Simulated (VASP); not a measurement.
# BN in VASP: settings compared, part 2 of 2

VASP 6.6.1. The steps go on from the part before.

## (4) Single point, HSE06 (strain +0.5%)

Input file POSCAR:

```
BN
1.0
    0.0000000000      1.7545550698      1.7545550698
    1.7545550698      0.0000000000      1.7545550698
    1.7545550698      1.7545550698      0.0000000000
B N
1 1
Direct
    0.0000000000      0.0000000000      0.0000000000
    0.5000000000      0.5000000000      0.5000000000
```

Input file INCAR.step1:

```
SYSTEM = BN
  PREC = Accurate
  ENCUT = 520
  EDIFF = 1E-5
  ISMEAR = 0
  SIGMA = 0.01
  LREAL = .False.
  LASPH = .True.
  NELM = 100
  ALGO = Normal
  ISIF = 2
  LWAVE = .True.
  LCHARG = .False.
  GGA = PE
  NBANDS = 11
```

Input file INCAR.step2:

```
SYSTEM = BN
  PREC = Accurate
  ENCUT = 520
  EDIFF = 1E-7
  ISMEAR = 0
  SIGMA = 0.01
  LREAL = .False.
  LASPH = .True.
  NELM = 100
  ALGO = Normal
  ISIF = 2
  LWAVE = .False.
  LCHARG = .False.
  GGA = PE
  LHFCALC = .True.
  HFSCREEN = 0.2079
  PRECFOCK = Normal
  ISTART = 1
  NBANDS = 11
```

Input file KPOINTS:

```
Automatic mesh
0
Gamma
  8 8 8
  0 0 0
```

Started as:

```console
$ cat potpaw_PBE.64/B/POTCAR potpaw_PBE.64/N/POTCAR > POTCAR
$ cp INCAR.step1 INCAR
$ mpirun -np 1 vasp_std > vasp.out
$ cp INCAR.step2 INCAR
$ mpirun -np 1 vasp_std > vasp.out
```

It took 6.6 min on 1 thread of Intel Xeon Platinum 8488C (Sapphire Rapids), shared host; peak memory 0.22 GiB.

It converged, with:

```yaml
Free_energy: -16.5724 eV
Pressure: -13.9 GPa
Band_gap_on_the_k_mesh: 2.19 eV, indirect (least direct gap 7.18 eV)
```

Levels at points of the mesh, in eV from the valence-band top:
```tsv
k point	band 2	band 3	band 4	band 5	band 6	band 7
(0.00, 0.00, 0.00)	-0.91	-0.91	-0.91	10.66	14.05	14.05
(0.50, 0.00, 0.00)	-13.56	-0.59	-0.59	6.59	6.59	8.67
(0.50, 0.50, 0.00)	-12.69	-5.98	-5.98	2.19	10.08	16.80
```

Caveat: the cell differs from its parent crystal (strain +0.5%); the PAW data sets were made with another functional, which shifts forces and pressure a little. A k mesh can miss the band edges.

## (5) Single point, HSE06 (uniaxial z strain -5.0%)

Input file POSCAR:

```
BN
1.0
    0.0000000000      1.7458259401      1.6585346431
    1.7458259401      0.0000000000      1.6585346431
    1.7458259401      1.7458259401      0.0000000000
B N
1 1
Direct
    0.0000000000      0.0000000000      0.0000000000
    0.5000000000      0.5000000000      0.5000000000
```

Input file INCAR.step1:

```
SYSTEM = BN
PREC = Accurate
ENCUT = 520
EDIFF = 1E-5
ISMEAR = 0
SIGMA = 0.01
LREAL = .FALSE.
LASPH = .TRUE.
NELM = 80
ALGO = Normal
ISIF = 2
LWAVE = .TRUE.
GGA = PE
NBANDS = 11
```

Input file INCAR.step2:

```
SYSTEM = BN
PREC = Accurate
ENCUT = 520
EDIFF = 1E-6
ISMEAR = 0
SIGMA = 0.01
LREAL = .FALSE.
LASPH = .TRUE.
NELM = 80
ALGO = Normal
ISIF = 2
LWAVE = .FALSE.
LCHARG = .TRUE.
GGA = PE
LHFCALC = .TRUE.
HFSCREEN = 0.2079
PRECFOCK = Normal
LELF = .TRUE.
LVHAR = .TRUE.
ISTART = 1
NBANDS = 11
```

Input file KPOINTS:

```
regular mesh
0
G
  8 8 8
  0 0 0
```

Potentials or basis: VASP PAW PBE potentials, release 64 (B, N).

Started as:

```console
$ cat potpaw_PBE.64/B/POTCAR potpaw_PBE.64/N/POTCAR > POTCAR
$ cp INCAR.step1 INCAR
$ mpirun -np 1 vasp_std > vasp.out
$ cp INCAR.step2 INCAR
$ mpirun -np 1 vasp_std > vasp.out
```

OUTCAR:

```text
SYSTEM = BN
   PREC = Accurate
   ENCUT = 520
   EDIFF = 1E-6
   ISMEAR = 0
   LREAL = .FALSE.
   LASPH = .TRUE.
   NELM = 80
   ISIF = 2
   GGA = PE
   LHFCALC = .TRUE.
   HFSCREEN = 0.2079
   PRECFOCK = Normal
   ISTART = 1

 ion  position               nearest neighbor table
   1  0.000  0.000  0.000-   2 1.66   2 1.66   2 1.75   2 1.75   2 1.75   2 1.75
   2  0.500  0.500  0.500-   1 1.66   1 1.66   1 1.75   1 1.75   1 1.75   1 1.75

  LATTYP: Found a body centered tetragonal cell.
 ALAT       =     2.4689707220
[... 527 lines left out ...]
      6      20.9816      0.00000
      7      22.9760      0.00000
      8      27.5455      0.00000
      9      30.3018      0.00000
     10      39.3809      0.00000
     11      41.9005      0.00000

 [... further k-points ...]
[... 5 lines left out ...]
  --------------------------------------------------------------------------------------
  -------------------------------------------------------------------------------------
  Total        0.6524282      0.6524282      1.7662030      0.0000000      0.0000000      0.0000000
  in kB      103.3919796    103.3919796    279.8947586      0.0000000      0.0000000      0.0000000
  external PRESSURE =     162.2262393 kB  Pullay stress =       0.0000000 kB

 VOLUME and BASIS-vectors are now :
 -----------------------------------------------------------------------------
  energy-cutoff  :      520.00
  volume of cell :       10.11
      direct lattice vectors                 reciprocal lattice vectors
     0.000000000  1.745825940  1.658534643    -0.286397394  0.286397394  0.301470941
     1.745825940  0.000000000  1.658534643     0.286397394 -0.286397394  0.301470941
     1.745825940  1.745825940  0.000000000     0.286397394  0.286397394 -0.301470941

 POSITION                                       TOTAL-FORCE (eV/Angst)
 -----------------------------------------------------------------------------------
      0.00000      0.00000      0.00000         0.000000      0.000000      0.000000
      1.74583      1.74583      1.65853         0.000000      0.000000      0.000000
 -----------------------------------------------------------------------------------
    total drift:                               -0.000000      0.000000      0.000002

  FREE ENERGIE OF THE ION-ELECTRON SYSTEM (eV)
  ---------------------------------------------------
  free  energy   TOTEN  =       -16.5540950847 eV

  energy  without entropy=      -16.5540950847  energy(sigma->0) =      -16.55409508
```

OUTCAR.step1:

```text
SYSTEM = BN
   PREC = Accurate
   ENCUT = 520
   EDIFF = 1E-5
   ISMEAR = 0
   LREAL = .FALSE.
   LASPH = .TRUE.
[... 559 lines left out ...]
      0.00000      0.00000      0.00000        -0.000000     -0.000000      0.000000
      1.74583      1.74583      1.65853         0.000000      0.000000      0.000000
 -----------------------------------------------------------------------------------
    total drift:                               -0.000000     -0.000000     -0.000000

  FREE ENERGIE OF THE ION-ELECTRON SYSTEM (eV)
  ---------------------------------------------------
  free  energy   TOTEN  =       -13.8721016488 eV

  energy  without entropy=      -13.8721016488  energy(sigma->0) =      -13.87210165
```

OSZICAR.step1:

```text
N       E                     dE             d eps       ncg     rms          rms(c)
DAV:   1     0.110918292765E+02    0.11092E+02   -0.51275E+03  1392   0.734E+02
DAV:   2    -0.142457580869E+02   -0.25338E+02   -0.24224E+02  1505   0.158E+02
DAV:   3    -0.147344975368E+02   -0.48874E+00   -0.48684E+00  1555   0.175E+01
DAV:   4    -0.147349522468E+02   -0.45471E-03   -0.45470E-03  1415   0.564E-01
DAV:   5    -0.147349524426E+02   -0.19587E-06   -0.19590E-06  1524   0.126E-02    0.654E+00
DAV:   6    -0.138681340066E+02    0.86682E+00   -0.39946E+00  1376   0.107E+01    0.256E+00
DAV:   7    -0.138690164724E+02   -0.88247E-03   -0.93900E-02  1463   0.250E+00    0.167E+00
DAV:   8    -0.138723596354E+02   -0.33432E-02   -0.81252E-03  1361   0.683E-01    0.269E-01
DAV:   9    -0.138720945929E+02    0.26504E-03   -0.10714E-03  1430   0.181E-01    0.656E-02
DAV:  10    -0.138721016488E+02   -0.70559E-05   -0.31246E-05  1418   0.484E-02
   1 F= -.13872102E+02 E0= -.13872102E+02  d E =-.309844-107
```

Wall time 19 min (1 thread of Intel Xeon Platinum 8175M at 2.50GHz (Skylake/Cascade Lake), shared host); peak memory 0.22 GiB.

Results:

| Quantity | Value |
| --- | --- |
| Free energy | -16.5541 eV |
| Pressure | 16.2 GPa |
| Band gap on the k mesh | 1.80 eV, indirect (least direct gap 6.85 eV) |

Stress tensor (GPa, compression positive):
```
10.34  0.00  0.00
 0.00 10.34  0.00
 0.00  0.00 27.99
```

Levels at points of the mesh, in eV from the valence-band top:
| k point | band 1 | band 2 | band 3 | band 4 | band 5 | band 6 | band 7 | band 8 | band 9 |
| --- | --- | --- | --- | --- | --- | --- | --- | --- | --- |
| (0.00, 0.00, 0.00) | -25.46 | -2.04 | -0.64 | -0.64 | 12.05 | 13.62 | 13.62 | 16.80 | 20.09 |
| (0.50, 0.00, 0.00) | -19.62 | -14.41 | -1.03 | -0.63 | 6.22 | 6.69 | 9.67 | 16.83 | 25.29 |
| (0.50, 0.50, 0.00) | -15.58 | -13.56 | -6.91 | -6.91 | 1.80 | 9.32 | 17.27 | 17.27 | 20.72 |
| (0.50, 0.00, 0.50) | -16.74 | -13.73 | -7.08 | -5.60 | 3.11 | 10.18 | 16.40 | 19.02 | 19.36 |

Caveat: the cell differs from its parent crystal (uniaxial z strain -5.0%); the PAW data sets were made with another functional, which shifts forces and pressure a little. A k mesh can miss the band edges.

## (6) Overview

| level | cell | k mesh | grid for exact exchange (PRECFOCK) | screening parameter | gap on the mesh (eV) | pressure (GPa) |
| --- | --- | --- | --- | --- | --- | --- |
| r2SCAN | a = 2.469 Å, angles 60.0°, 2 atoms | 12 × 12 × 12 | - | - | 1.33 | 0.4 |
| r2SCAN | a = 2.481 Å, angles 60.0°, 2 atoms | 12 × 12 × 12 | - | - | 1.21 | -5.4 |
| HSE06 | a = 2.481 Å, angles 60.0°, 2 atoms | 8 × 8 × 8 | Normal | 0.2079 1/Å | 2.19 | -13.9 |
| HSE06 | a = 2.408, b = 2.408, c = 2.469 Å, angles 59.2, 59.2, 61.7°, 2 atoms | 8 × 8 × 8 | Normal | 0.2079 1/Å | 1.80 | 16.2 |

Alike in all rows: task single point; potentials or basis VASP PAW PBE potentials, release 64 (B, N); no spin polarisation; cutoff (eV) 520; smearing gaussian 0.01 eV.

Caveats: the PAW data sets were made with another functional, which shifts forces and pressure a little.

Absolute energies hang on the potentials; compare differences alone.
